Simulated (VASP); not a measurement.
# CeSi2Bi2C (P4/mmm) in VASP: single point with r2SCAN

Aim: the single point of CeSi2Bi2C with r2SCAN.

Program: VASP 6.6.1. These are calculated values, not measurements. Logs are shortened: lines on timing, memory, paths and dates and some standing lists are left out, and cuts for length are marked.

### Step 1. The cell of the first run

It takes space group P4/mmm (No. 123, tetragonal). Conventional cell: a = 5.259 Å, b = 5.259 Å, c = 4.953 Å, α = 90.00°, β = 90.00°, γ = 90.00°. Ce (site symmetry 4/mmm) has 2 C at 2.48 Å within 3.3 Å. Within 3.0 Å of Si (site symmetry 4mm) lie 2 Si at 2.29 to 2.66 Å and 4 Bi at 2.95 Å. Within 3.8 Å of Bi (site symmetry mmm) lie 2 C at 2.63 Å and 4 Si at 2.95 Å and 4 Ce at 3.61 Å and 4 Bi at 3.72 Å. C (site symmetry 4/mmm) has 2 Ce at 2.48 Å and 4 Bi at 2.63 Å within 3.3 Å.

### Step 2. Single point, r2SCAN

The input, POSCAR:

```
CeSi2Bi2C
1.0
    5.2593199296      0.0000000000      0.0000000000
    0.0000000000      5.2593199296      0.0000000000
    0.0000000000      0.0000000000      4.9531187325
Ce Si Bi C
1 2 2 1
Direct
    0.0000000000      0.0000000000      0.0000000000
    0.5000000000      0.5000000000      0.2313227144
    0.5000000000      0.5000000000      0.7686772856
    0.0000000000      0.5000000000      0.5000000000
    0.5000000000      0.0000000000      0.5000000000
    0.0000000000      0.0000000000      0.5000000000
```

The input, INCAR.step1:

```
SYSTEM = CeSi2Bi2C
ALGO = Normal
EDIFF = 1E-4
ENCUT = 520
GGA = PE
ISMEAR = -1
LASPH = .True.
LCHARG = .False.
LREAL = .False.
LWAVE = .True.
NBANDS = 36
NELM = 100
PREC = Accurate
SIGMA = 0.1
```

The input, INCAR.step2:

```
SYSTEM = CeSi2Bi2C
ALGO = Normal
EDIFF = 1E-7
ENCUT = 520
ISIF = 2
ISMEAR = -1
ISTART = 1
LASPH = .True.
LCHARG = .False.
LMIXTAU = .True.
LREAL = .False.
LWAVE = .False.
METAGGA = R2SCAN
NBANDS = 36
NELM = 100
PREC = Accurate
SIGMA = 0.1
```

The input, KPOINTS:

```
k-points
0
Gamma
  5 5 4
  0 0 0
```

Potentials or basis: VASP PAW PBE potentials, release 64 (Ce, Si, Bi_d, C).

On the command line:

```
$ cat potpaw_PBE.64/Ce/POTCAR potpaw_PBE.64/Si/POTCAR potpaw_PBE.64/Bi_d/POTCAR potpaw_PBE.64/C/POTCAR > POTCAR
$ cp INCAR.step1 INCAR
$ mpirun -np 1 vasp_std > vasp.out
$ cp INCAR.step2 INCAR
$ mpirun -np 1 vasp_std > vasp.out
```

OUTCAR:

```text
SYSTEM = CeSi2Bi2C
   EDIFF = 1E-7
   ENCUT = 520
   ISIF = 2
   ISMEAR = -1
   ISTART = 1
   LASPH = .True.
   LREAL = .False.
   METAGGA = R2SCAN
   NELM = 100
   PREC = Accurate

 ion  position               nearest neighbor table
   1  0.000  0.000  0.000-   6 2.48   6 2.48
   2  0.500  0.500  0.231-   3 2.29   3 2.66   4 2.95   5 2.95   5 2.95   4 2.95
   3  0.500  0.500  0.769-   2 2.29   2 2.66   5 2.95   4 2.95   5 2.95   4 2.95
   4  0.000  0.500  0.500-   6 2.63   6 2.63   2 2.95   3 2.95   2 2.95   3 2.95   5 3.72   5 3.72
                             5 3.72   5 3.72
   5  0.500  0.000  0.500-   6 2.63   6 2.63   2 2.95   2 2.95   3 2.95   3 2.95   4 3.72   4 3.72
                             4 3.72   4 3.72
   6  0.000  0.000  0.500-   1 2.48   1 2.48   5 2.63   4 2.63   4 2.63   5 2.63

  LATTYP: Found a simple tetragonal cell.
 ALAT       =     5.2593199296
 C/A-ratio  =     0.9417793173

  Lattice vectors:

 A1 = (   5.2593199296,   0.0000000000,   0.0000000000)
 A2 = (   0.0000000000,   5.2593199296,   0.0000000000)
 A3 = (   0.0000000000,   0.0000000000,   4.9531187325)

Analysis of symmetry for initial positions (statically):
=====================================================================
 Subroutine PRICEL returns:
 Original cell was already a primitive cell.

 Routine SETGRP: Setting up the symmetry group for a
 simple tetragonal supercell.

 Subroutine GETGRP returns: Found 16 space group operations
 (whereof 16 operations were pure point group operations)
 out of a pool of 16 trial point group operations.

The static configuration has the point symmetry D_4h.

Analysis of symmetry for dynamics (positions and initial velocities):
=====================================================================
 Subroutine PRICEL returns:
 Original cell was already a primitive cell.

 Routine SETGRP: Setting up the symmetry group for a
 simple tetragonal supercell.

 Subroutine GETGRP returns: Found 16 space group operations
 (whereof 16 operations were pure point group operations)
 out of a pool of 16 trial point group operations.

The dynamic configuration has the point symmetry D_4h.

 Subroutine INISYM returns: Found 16 space group operations
 (whereof 16 operations are pure point group operations),
 and found     1 'primitive' translations

----------------------------------------------------------------------------------------

                                     Primitive cell

  volume of cell :     137.0055

  direct lattice vectors                    reciprocal lattice vectors
     5.259319930  0.000000000  0.000000000     0.190138652  0.000000000  0.000000000
     0.000000000  5.259319930  0.000000000     0.000000000  0.190138652  0.000000000
     0.000000000  0.000000000  4.953118733     0.000000000  0.000000000  0.201893000

  length of vectors
     5.259319930  5.259319930  4.953118733     0.190138652  0.190138652  0.201893000

  position of ions in fractional coordinates (direct lattice)
     0.000000000  0.000000000  0.000000000
     0.500000000  0.500000000  0.231322714
     0.500000000  0.500000000  0.768677286
     0.000000000  0.500000000  0.500000000
     0.500000000  0.000000000  0.500000000
     0.000000000  0.000000000  0.500000000

  ion indices of the primitive-cell ions
   primitive index   ion index
                 1           1
                 2           2
                 3           3
                 4           4
                 5           5
                 6           6

----------------------------------------------------------------------------------------

 KPOINTS: k-points

Automatic generation of k-mesh.
 Grid dimensions read from file:
 generate k-points for:    5    5    4

 Generating k-lattice:

  Cartesian coordinates                     Fractional coordinates (reciprocal lattice)
     0.038027730  0.000000000  0.000000000     0.200000000  0.000000000  0.000000000
     0.000000000  0.038027730  0.000000000     0.000000000  0.200000000  0.000000000
     0.000000000  0.000000000  0.050473250     0.000000000  0.000000000  0.250000000

  Length of vectors
     0.038027730  0.038027730  0.050473250

  Shift w.r.t. Gamma in fractional coordinates (k-lattice)
     0.000000000  0.000000000  0.000000000

 Subroutine IBZKPT returns following result:
 ===========================================

 Found     18 irreducible k-points:

 Following reciprocal coordinates:
            Coordinates               Weight
  0.000000  0.000000  0.000000      1.000000
  0.200000  0.000000  0.000000      4.000000
  0.400000  0.000000  0.000000      4.000000
  0.200000  0.200000  0.000000      4.000000
  0.400000  0.200000  0.000000      8.000000
  0.400000  0.400000  0.000000      4.000000
[... 10 lines left out ...]
  0.400000  0.200000  0.500000      8.000000
  0.400000  0.400000  0.500000      4.000000
   k-points           NKPTS =     18   k-points in BZ     NKDIM =     18   number of bands    NBANDS=     36
   number of dos      NEDOS =    301   number of ions     NIONS =      6
   total plane-waves  NPLWV =  64000
   dimension x,y,z NGX =    40 NGY =   40 NGZ =   40
   dimension x,y,z NGXF=    80 NGYF=   80 NGZF=   80
   ions per type =               1   2   2   1
   NGX,Y,Z   is equivalent  to a cutoff of  12.64, 12.64, 13.43 a.u.
   NGXF,Y,Z  is equivalent  to a cutoff of  25.29, 25.29, 26.85 a.u.
 SYSTEM =  CeSi2Bi2C
   PREC   = accura    normal or accurate (medium, high low for compatibility)
   ISTART =      1    job   : 0-new  1-cont  2-samecut
   ICHARG =      0    charge: 1-file 2-atom 10-const
   ISPIN  =      1    spin polarized calculation?
   LNONCOLLINEAR =      F non collinear calculations
   LSORBIT =      F    spin-orbit coupling
   LASPH  =      T    aspherical Exc in radial PAW
   ENCUT  =  520.0 eV  38.22 Ry    6.18 a.u.   9.78  9.78  9.21*2*pi/ulx,y,z
   NELM   =    100;   NELMIN=  2; NELMDL=  0     # of ELM steps
   EDIFF  = 0.1E-06   stopping-criterion for ELM
   LREAL  =      F    real-space projection
   EDIFFG = 0.1E-05   stopping-criterion for IOM
   NSW    =      0    number of steps for IOM
   IBRION =     -1    ionic relax: 0-MD 1-quasi-New 2-CG
   NFREE  =      0    steps in history (QN), initial steepest desc. (CG)
   ISIF   =      2    stress and relaxation
   ISYM   =      2    0-nonsym 1-usesym 2-fastsym
   POTIM  = 0.5000    time-step for ionic-motion
   TEBEG  =    0.0;   TEEND  =   0.0 temperature during run
   PSTRESS=    0.0 pullay stress
   NELECT =      54.0000    total number of electrons
   NUPDOWN=      -1.0000    fix difference up-down
   EMIN   =  10.00;   EMAX   =-10.00  energy-range for DOS
   EFERMI =   0.00;   METHOD = LEGACY
   ISMEAR =    -1;   SIGMA  =   0.10  broadening in eV -4-tet -1-fermi 0-gaus
   EFERMI_NEDOS =   21; number of points for ismear=-14 and -15
   IALGO  =     38    algorithm
   IMIX   =      4    mixing-type and parameters
     AMIX     =   0.40;   BMIX     =  1.00
     AMIX_MAG =   1.60;   BMIX_MAG =  1.00
  volume/ion in A,a.u.               =      22.83       154.09
  Fermi-wavevector in a.u.,A,eV,Ry     =   1.200310  2.268257 19.602515  1.440744
  Thomas-Fermi vector in A             =   2.336149
   LORBIT       =      0    0 simple, 1 ext, 2 COOP (PROOUT), +10 PAW based schemes
   METAGGA = R2SCAN    functional components
   LHFCALC =     F    Hartree Fock is set to
   AEXX    =    0.0000 exact exchange contribution
   IVDW    =     0    specifies the selected vdW correction
   LEPSILON=     F    determine dielectric tensor
   LRPA    =     F    only Hartree local field effects (RPA)
 non-spin polarized calculation
  energy-cutoff  :      520.00
  volume of cell :      137.01
 maximum number of plane-waves:      3710
 NGX is ok and might be reduce to    40
   NGX = 19   NGY = 19   NGZ = 19

 number of electron      54.0000004 magnetization

 Free energy of the ion-electron system (eV)
  ---------------------------------------------------
  ext. energy  EPLUGINS =         0.00000000
  ---------------------------------------------------
  free energy    TOTEN  =      -172.51192491 eV

  energy without entropy =     -172.30691312  energy(sigma->0) =     -172.40941901

 E-fermi :   7.9759     XC(G=0): -10.9673

 val. band max:        7.8852103941   @ k =   0.4000   0.0000   0.2500
 cond. band min:       8.0115111733   @ k =   0.4000   0.2000   0.2500
 fundamental gap:      0.1263007792
 Fermi energy:         7.9759229290

 k-point     1 :       0.0000    0.0000    0.0000
  band No.  band energies     occupation
      1     -28.3902      2.00000
      2     -15.9335      2.00000
      3     -15.9189      2.00000
      4     -15.8398      2.00000
      5     -15.8283      2.00000
      6     -15.8283      2.00000
[... 28 lines left out ...]
     35       8.8839      0.00023
     36       9.1664      0.00001

 k-point     2 :       0.2000    0.0000    0.0000
  band No.  band energies     occupation
      1     -28.3899      2.00000
      2     -15.9232      2.00000
      3     -15.9067      2.00000
      4     -15.8474      2.00000
      5     -15.8268      2.00000
      6     -15.8256      2.00000
[... 28 lines left out ...]
     35       8.8974      0.00020
     36       9.3407      0.00000

 k-point     3 :       0.4000    0.0000    0.0000
  band No.  band energies     occupation
      1     -28.3896      2.00000
      2     -15.8977      2.00000
      3     -15.8745      2.00000
      4     -15.8686      2.00000
      5     -15.8335      2.00000
      6     -15.8220      2.00000
[... 28 lines left out ...]
     35       9.2116      0.00001
     36       9.3578      0.00000
[... 508 lines left out ...]
 k-point    17 :       0.4000    0.2000    0.5000
  band No.  band energies     occupation
      1     -28.3866      2.00000
      2     -15.8953      2.00000
      3     -15.8762      2.00000
      4     -15.8701      2.00000
      5     -15.8443      2.00000
      6     -15.8308      2.00000
[... 28 lines left out ...]
     35       9.3021      0.00000
     36      10.1210      0.00000

 k-point    18 :       0.4000    0.4000    0.5000
  band No.  band energies     occupation
      1     -28.3865      2.00000
      2     -15.8858      2.00000
      3     -15.8761      2.00000
      4     -15.8732      2.00000
      5     -15.8616      2.00000
      6     -15.8363      2.00000
[... 28 lines left out ...]
     35       9.8006      0.00000
     36       9.8254      0.00000

------------------------ aborting loop because EDIFF is reached ----------------------------------------

  FORCE on cell =-STRESS in cart. coord.  units (eV):
  Direction    XX          YY          ZZ          XY          YZ          ZX
  --------------------------------------------------------------------------------------
  -------------------------------------------------------------------------------------
  Total       -0.0283322     -0.0283322     -0.0961407      0.0000000      0.0000000      0.0000000
  in kB       -0.3313235     -0.3313235     -1.1242945      0.0000000      0.0000000      0.0000000
  external PRESSURE =      -0.5956471 kB  Pullay stress =       0.0000000 kB

 VOLUME and BASIS-vectors are now :
 -----------------------------------------------------------------------------
  energy-cutoff  :      520.00
  volume of cell :      137.01
      direct lattice vectors                 reciprocal lattice vectors
     5.259319930  0.000000000  0.000000000     0.190138652  0.000000000  0.000000000
     0.000000000  5.259319930  0.000000000     0.000000000  0.190138652  0.000000000
     0.000000000  0.000000000  4.953118733     0.000000000  0.000000000  0.201893000

 POSITION                                       TOTAL-FORCE (eV/Angst)
 -----------------------------------------------------------------------------------
      0.00000      0.00000      0.00000         0.000000      0.000000     -0.000000
      2.62966      2.62966      1.14577        -0.000000      0.000000     -0.014030
      2.62966      2.62966      3.80735         0.000000     -0.000000      0.014030
      0.00000      2.62966      2.47656         0.000000      0.000000     -0.000000
      2.62966      0.00000      2.47656         0.000000      0.000000     -0.000000
      0.00000      0.00000      2.47656         0.000000      0.000000     -0.000000
 -----------------------------------------------------------------------------------
    total drift:                               -0.000000      0.000000     -0.000000

  FREE ENERGIE OF THE ION-ELECTRON SYSTEM (eV)
  ---------------------------------------------------
  free  energy   TOTEN  =      -172.5119249088 eV

  energy  without entropy=     -172.3069131202  energy(sigma->0) =     -172.40941901
```

It took 13 min on 1 thread of Oxide Virtual Turin-like, shared host; peak memory 0.3 GiB.

What came out:

```yaml
Free_energy: -172.5119 eV
Pressure: -0.1 GPa
Largest_force: 0.014 eV/Å
Band_gap_on_the_k_mesh: zero (bands 27 and 28 overlap by 1.81 eV)
```

Forces on the atoms (eV/Å):
```
Ce   0.000  0.000  0.000
Si   0.000  0.000 -0.014
Si   0.000  0.000  0.014
Bi   0.000  0.000  0.000
Bi   0.000  0.000  0.000
C    0.000  0.000  0.000
```

Stress tensor (GPa, compression positive):
```
-0.03  0.00  0.00
 0.00 -0.03  0.00
 0.00  0.00 -0.11
```

Caveat: the PAW data sets were made with another functional, which shifts forces and pressure a little; spin-orbit coupling is left out, which moves the levels of the heavy elements; semilocal functionals describe open f shells poorly, which spoils levels, moments and volumes.

The gap in the log of VASP goes by the Fermi energy; the results here count the filled bands.